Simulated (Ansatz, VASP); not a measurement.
C in VASP and in Ansatz

```
CELL_PARAMETERS angstrom
2.45625 0.00000 0.00000
-1.22812 2.12717 0.00000
0.00000 0.00000 29.49188
ATOMIC_POSITIONS crystal
C 0.66667 0.33333 0.99837
C 0.66667 0.33333 0.49837
C 0.66667 0.33333 0.73279
C 0.66667 0.33333 0.23279
C 0.00000 0.00000 0.61584
C 0.33333 0.66667 0.23279
C 0.00000 0.00000 0.11584
C 0.66667 0.33333 0.61584
C 0.33333 0.66667 0.73279
C 0.33333 0.66667 0.11584
C 0.33333 0.66667 0.49837
C 0.33333 0.66667 0.99837
```

Alike in both runs: task single point; functional r2SCAN; k mesh 12 × 12 × 1; occupations gaussian, width 0.1 eV; no spin polarisation.

|  | VASP | Ansatz |
| --- | --- | --- |
| version | VASP 6.6.1 | Ansatz 0.2.0 |
| potentials or method | VASP PAW PBE potentials, release 64 (C), cutoff 520 eV | scalar-relativistic, plane waves, PAW |
| valence electrons in the cell | 48 | 48 |

```csv
,VASP,Ansatz,Ansatz less VASP
gap on the k mesh at the Fermi level (eV),0.01,0.01,0.000
least direct gap on the mesh (eV),0.01,0.01,0.000
rms of the force components (eV/Å),0.004,0.004,0.0000
```

VASP's potentials were made for PBE, not for r2SCAN. Atom by atom the forces differ by 0.000 eV/Å (rms over components). With one functional, cell and mesh, what is left measures potentials, basis and numerics.
